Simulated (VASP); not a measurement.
# WS2 (R3m) in VASP: electric field gradients with PBEsol

Aim: the electric field gradients of WS2 with PBEsol.

Program: VASP 6.6.1. These are calculated values, not measurements. Logs are shortened: lines on timing, memory, paths and dates and some standing lists are left out, and cuts for length are marked.

## (1) The cell of the first run

The structure is trigonal, space group R3m (No. 160). Conventional cell: a = 3.158 Å, b = 3.158 Å, c = 18.490 Å, α = 90.00°, β = 90.00°, γ = 120.00°. W (site symmetry 3m) has 6 S at 2.39 to 2.42 Å and 6 W at 3.16 Å within 3.2 Å. S (site symmetry 3m) has 3 W at 2.39 Å and 7 S at 3.13 to 3.16 Å within 3.2 Å. S (site symmetry 3m) has 3 W at 2.42 Å and 7 S at 3.13 to 3.16 Å within 3.2 Å.

## (2) Electric field gradients, PBEsol

The input, INCAR:

```
SYSTEM = WS2
PREC     = Accurate       ! precision mode
ENCUT    = 520            ! plane-wave cutoff, eV
EDIFF    = 1E-8           ! SCF threshold, eV
ISMEAR   = -1             ! smearing method
SIGMA    = 0.03           ! smearing width, eV
LREAL    = .False.        ! projectors in reciprocal space
LASPH    = .True.         ! aspherical terms in the spheres
NELM     = 80             ! most SCF steps
ALGO     = Normal         ! electronic algorithm
ISIF     = 2              ! what is computed and relaxed
LWAVE    = .False.        ! write WAVECAR
LCHARG   = .False.        ! write CHGCAR
GGA      = PS             ! functional
LEFG     = .True.       
NBANDS   = 20             ! bands
```

The input, KPOINTS:

```
Automatic mesh
0
Gamma
  15 15 15
  0 0 0
```

The input, POSCAR:

```
WS2
1.0
    1.5790003843      0.9116362969      6.1633300000
   -1.5790003843      0.9116362969      6.1633300000
    0.0000000000     -1.8232725938      6.1633300000
W S
1 2
Direct
    0.0000000000      0.0000000000      0.0000000000
    0.7503000000      0.7503000000      0.7503000000
    0.5810000000      0.5810000000      0.5810000000
```

Potentials or basis: VASP PAW PBE potentials, release 64 (W_sv, S).

Started as:

```console
cat potpaw_PBE.64/W_sv/POTCAR potpaw_PBE.64/S/POTCAR > POTCAR
mpirun -np 1 vasp_std > vasp.out
```

OUTCAR:

```text
SYSTEM = WS2
   PREC = Accurate
   ENCUT = 520
   EDIFF = 1E-8
   ISMEAR = -1
   LREAL = .False.
   LASPH = .True.
   NELM = 80
   ISIF = 2
   GGA = PS

 ion  position               nearest neighbor table
   1  0.000  0.000  0.000-   2 2.39   2 2.39   2 2.39   3 2.42   3 2.42   3 2.42
   2  0.750  0.750  0.750-   1 2.39   1 2.39   1 2.39
   3  0.581  0.581  0.581-   1 2.42   1 2.42   1 2.42

  LATTYP: Found a trigonal (rhomboedric) cell.
 ALAT       =     6.4273602389
 COS(alpha) =     0.8792939096

  Lattice vectors:

 A1 = (   1.5790003843,   0.9116362969,   6.1633300000)
 A2 = (  -1.5790003843,   0.9116362969,   6.1633300000)
 A3 = (   0.0000000000,  -1.8232725938,   6.1633300000)

Analysis of symmetry for initial positions (statically):
=====================================================================
 Subroutine PRICEL returns:
 Original cell was already a primitive cell.

 Routine SETGRP: Setting up the symmetry group for a
 trigonal (rhombohedral) supercell.

 Subroutine GETGRP returns: Found  6 space group operations
 (whereof  6 operations were pure point group operations)
 out of a pool of 12 trial point group operations.

The static configuration has the point symmetry C_3v.

Analysis of symmetry for dynamics (positions and initial velocities):
=====================================================================
 Subroutine PRICEL returns:
 Original cell was already a primitive cell.

 Routine SETGRP: Setting up the symmetry group for a
 trigonal (rhombohedral) supercell.

 Subroutine GETGRP returns: Found  6 space group operations
 (whereof  6 operations were pure point group operations)
 out of a pool of 12 trial point group operations.

The dynamic configuration has the point symmetry C_3v.

 Subroutine INISYM returns: Found  6 space group operations
 (whereof  6 operations are pure point group operations),
 and found     1 'primitive' translations

----------------------------------------------------------------------------------------

                                     Primitive cell

  volume of cell :      53.2317

  direct lattice vectors                    reciprocal lattice vectors
     1.579000384  0.911636297  6.163330000     0.316656034  0.182821447  0.054083318
    -1.579000384  0.911636297  6.163330000    -0.316656034  0.182821447  0.054083318
     0.000000000 -1.823272594  6.163330000     0.000000000 -0.365642893  0.054083318

  length of vectors
     6.427360239  6.427360239  6.427360239     0.369621064  0.369621064  0.369621064

  position of ions in fractional coordinates (direct lattice)
     0.000000000  0.000000000  0.000000000
     0.750300000  0.750300000  0.750300000
     0.581000000  0.581000000  0.581000000

  ion indices of the primitive-cell ions
   primitive index   ion index
                 1           1
                 2           2
                 3           3

----------------------------------------------------------------------------------------

 KPOINTS: Automatic mesh

Automatic generation of k-mesh.
 Grid dimensions read from file:
 generate k-points for:   15   15   15

 Generating k-lattice:

  Cartesian coordinates                     Fractional coordinates (reciprocal lattice)
     0.021110402  0.012188096  0.003605555     0.066666667  0.000000000  0.000000000
    -0.021110402  0.012188096  0.003605555     0.000000000  0.066666667  0.000000000
     0.000000000 -0.024376193  0.003605555     0.000000000  0.000000000  0.066666667

  Length of vectors
     0.024641404  0.024641404  0.024641404

  Shift w.r.t. Gamma in fractional coordinates (k-lattice)
     0.000000000  0.000000000  0.000000000

 Subroutine IBZKPT returns following result:
 ===========================================

 Found    344 irreducible k-points:

 Following reciprocal coordinates:
            Coordinates               Weight
  0.000000  0.000000  0.000000      1.000000
  0.066667  0.000000  0.000000      6.000000
  0.133333  0.000000  0.000000      6.000000
  0.200000  0.000000  0.000000      6.000000
  0.266667  0.000000  0.000000      6.000000
  0.333333  0.000000  0.000000      6.000000
[... 16 lines left out ...]
  0.133333  0.133333  0.000000      6.000000
  0.200000  0.133333  0.000000     12.000000
 [... further k-points ...]
   k-points           NKPTS =    344   k-points in BZ     NKDIM =    344   number of bands    NBANDS=     20
   number of dos      NEDOS =    301   number of ions     NIONS =      3
   total plane-waves  NPLWV = 110592
   dimension x,y,z NGX =    48 NGY =   48 NGZ =   48
   dimension x,y,z NGXF=    96 NGYF=   96 NGZF=   96
   ions per type =               1   2
   NGX,Y,Z   is equivalent  to a cutoff of  12.42, 12.42, 12.42 a.u.
   NGXF,Y,Z  is equivalent  to a cutoff of  24.83, 24.83, 24.83 a.u.
 SYSTEM =  WS2
   PREC   = accura    normal or accurate (medium, high low for compatibility)
   ISTART =      0    job   : 0-new  1-cont  2-samecut
   ICHARG =      2    charge: 1-file 2-atom 10-const
   ISPIN  =      1    spin polarized calculation?
   LNONCOLLINEAR =      F non collinear calculations
   LSORBIT =      F    spin-orbit coupling
   LASPH  =      T    aspherical Exc in radial PAW
   ENCUT  =  520.0 eV  38.22 Ry    6.18 a.u.  11.95 11.95 11.95*2*pi/ulx,y,z
   NELM   =     80;   NELMIN=  2; NELMDL= -5     # of ELM steps
   EDIFF  = 0.1E-07   stopping-criterion for ELM
   LREAL  =      F    real-space projection
   EDIFFG = 0.1E-06   stopping-criterion for IOM
   NSW    =      0    number of steps for IOM
   IBRION =     -1    ionic relax: 0-MD 1-quasi-New 2-CG
   NFREE  =      0    steps in history (QN), initial steepest desc. (CG)
   ISIF   =      2    stress and relaxation
   ISYM   =      2    0-nonsym 1-usesym 2-fastsym
   POTIM  = 0.5000    time-step for ionic-motion
   TEBEG  =    0.0;   TEEND  =   0.0 temperature during run
   PSTRESS=    0.0 pullay stress
   NELECT =      26.0000    total number of electrons
   NUPDOWN=      -1.0000    fix difference up-down
   EMIN   =  10.00;   EMAX   =-10.00  energy-range for DOS
   EFERMI =   0.00;   METHOD = LEGACY
   ISMEAR =    -1;   SIGMA  =   0.03  broadening in eV -4-tet -1-fermi 0-gaus
   EFERMI_NEDOS =   21; number of points for ismear=-14 and -15
   IALGO  =     38    algorithm
   IMIX   =      4    mixing-type and parameters
     AMIX     =   0.40;   BMIX     =  1.00
     AMIX_MAG =   1.60;   BMIX_MAG =  1.00
  volume/ion in A,a.u.               =      17.74       119.74
  Fermi-wavevector in a.u.,A,eV,Ry     =   1.289266  2.436359 22.615688  1.662206
  Thomas-Fermi vector in A             =   2.421169
   LORBIT       =      0    0 simple, 1 ext, 2 COOP (PROOUT), +10 PAW based schemes
   GGA     = PS    functional components
   LHFCALC =     F    Hartree Fock is set to
   AEXX    =    0.0000 exact exchange contribution
   IVDW    =     0    specifies the selected vdW correction
   LEPSILON=     F    determine dielectric tensor
   LRPA    =     F    only Hartree local field effects (RPA)
 non-spin polarized calculation
  energy-cutoff  :      520.00
  volume of cell :       53.23
 maximum number of plane-waves:      1452
   NGX = 23   NGY = 23   NGZ = 23

 number of electron      26.0000001 magnetization

 Free energy of the ion-electron system (eV)
  ---------------------------------------------------
  ext. energy  EPLUGINS =         0.00000000
  ---------------------------------------------------
  free energy    TOTEN  =       -25.26332790 eV

  energy without entropy =      -25.26332790  energy(sigma->0) =      -25.26332790

 E-fermi :   7.8821     XC(G=0): -11.1155

 val. band max:        7.3959534397   @ k =   0.4667   0.4667   0.4667
 cond. band min:       8.4311351699   @ k =  -0.2000   0.1333   0.0000
 fundamental gap:      1.0351817303
 Fermi energy:         7.8820961206

 k-point     1 :       0.0000    0.0000    0.0000
  band No.  band energies     occupation
      1     -67.1910      2.00000
      2     -31.4607      2.00000
      3     -31.2782      2.00000
      4     -31.2782      2.00000
      5      -8.2557      2.00000
      6      -6.2415      2.00000
[... 12 lines left out ...]
     19      15.1547      0.00000
[... 513 lines left out ...]
      4     -31.3042      2.00000
      5      -7.7215      2.00000
      6      -6.1224      2.00000
[... 12 lines left out ...]
     19      15.8437      0.00000
     20      16.3394      0.00000

 [... further k-points ...]

------------------------ aborting loop because EDIFF is reached ----------------------------------------

  FORCE on cell =-STRESS in cart. coord.  units (eV):
  Direction    XX          YY          ZZ          XY          YZ          ZX
  --------------------------------------------------------------------------------------
  -------------------------------------------------------------------------------------
  Total       -0.2884047     -0.2884047      0.0702358     -0.0000000      0.0000000      0.0000000
  in kB       -8.6804534     -8.6804534      2.1139703     -0.0000000      0.0000000      0.0000000
  external PRESSURE =      -5.0823122 kB  Pullay stress =       0.0000000 kB

 VOLUME and BASIS-vectors are now :
 -----------------------------------------------------------------------------
  energy-cutoff  :      520.00
  volume of cell :       53.23
      direct lattice vectors                 reciprocal lattice vectors
     1.579000384  0.911636297  6.163330000     0.316656034  0.182821447  0.054083318
    -1.579000384  0.911636297  6.163330000    -0.316656034  0.182821447  0.054083318
     0.000000000 -1.823272594  6.163330000     0.000000000 -0.365642893  0.054083318

 POSITION                                       TOTAL-FORCE (eV/Angst)
 -----------------------------------------------------------------------------------
      0.00000      0.00000      0.00000         0.000000      0.000000     -0.601517
      0.00000      0.00000     13.87304         0.000000     -0.000000      0.252452
      0.00000      0.00000     10.74268         0.000000      0.000000      0.349066
 -----------------------------------------------------------------------------------
    total drift:                                0.000000      0.000000      0.000014

  FREE ENERGIE OF THE ION-ELECTRON SYSTEM (eV)
  ---------------------------------------------------
  free  energy   TOTEN  =       -25.2633279022 eV

  energy  without entropy=      -25.2633279020  energy(sigma->0) =      -25.26332790

 Electric field gradients (V/A^2)
---------------------------------------------------------------------
 ion       V_xx      V_yy      V_zz      V_xy      V_xz      V_yz
---------------------------------------------------------------------
   1      77.112    77.112  -154.224     0.000    -0.000    -0.000
   2      24.449    24.449   -48.897     0.000    -0.000    -0.000
   3      20.620    20.620   -41.239    -0.000    -0.000     0.000
---------------------------------------------------------------------

 Electric field gradients after diagonalization (V/A^2)
 (convention: |V_zz| > |V_xx| > |V_yy|)
----------------------------------------------------------------------
 ion       V_xx      V_yy      V_zz     asymmetry (V_yy - V_xx)/ V_zz
----------------------------------------------------------------------
   1      77.112    77.112  -154.224       0.000
   2      24.449    24.449   -48.897       0.000
   3      20.620    20.620   -41.239       0.000
----------------------------------------------------------------------

           NMR quadrupolar parameters

 Cq : quadrupolar parameter    Cq=e*Q*V_zz/h
 eta: asymmetry parameters     (V_yy - V_xx)/ V_zz
 Q  : nuclear electric quadrupole moment in mb (millibarn)
----------------------------------------------------------------------
 ion       Cq(MHz)       eta       Q (mb)
----------------------------------------------------------------------
   1      -0.373       0.000       1.000
   2      -0.118       0.000       1.000
   3      -0.100       0.000       1.000
----------------------------------------------------------------------
```

It took 21 min on 1 thread of Intel Xeon 8259CL, shared host; peak memory 0.53 GiB.

Results:

| Property | Result |
| --- | --- |
| Free energy | -25.2633 eV |
| Pressure | -0.5 GPa |
| Largest force | 0.602 eV/Å |
| Band gap on the k mesh | 1.04 eV (least direct gap 1.89 eV) |
| Largest electric field gradient by atom | W -154.2; S -48.9, -41.2 V/Å² |

Forces in eV/Å, atoms in the order of the input:
```
W    0.000  0.000 -0.602
S    0.000  0.000  0.252
S    0.000  0.000  0.349
```

Electric field gradients, principal values (V/Å²):
| atom | least | middle | greatest (by size) |
| --- | --- | --- | --- |
| 1 W | 77.112 | 77.112 | -154.224 |
| 2 S | 24.449 | 24.449 | -48.897 |
| 3 S | 20.620 | 20.620 | -41.239 |

Caveat: without QUAD_EFG the Cq values of the log hold for a quadrupole moment of 1 mb, not for the nuclei; the PAW data sets were made with another functional, which shifts forces and pressure a little; spin-orbit coupling is left out, which moves the levels of the heavy elements. A k mesh can miss the band edges.
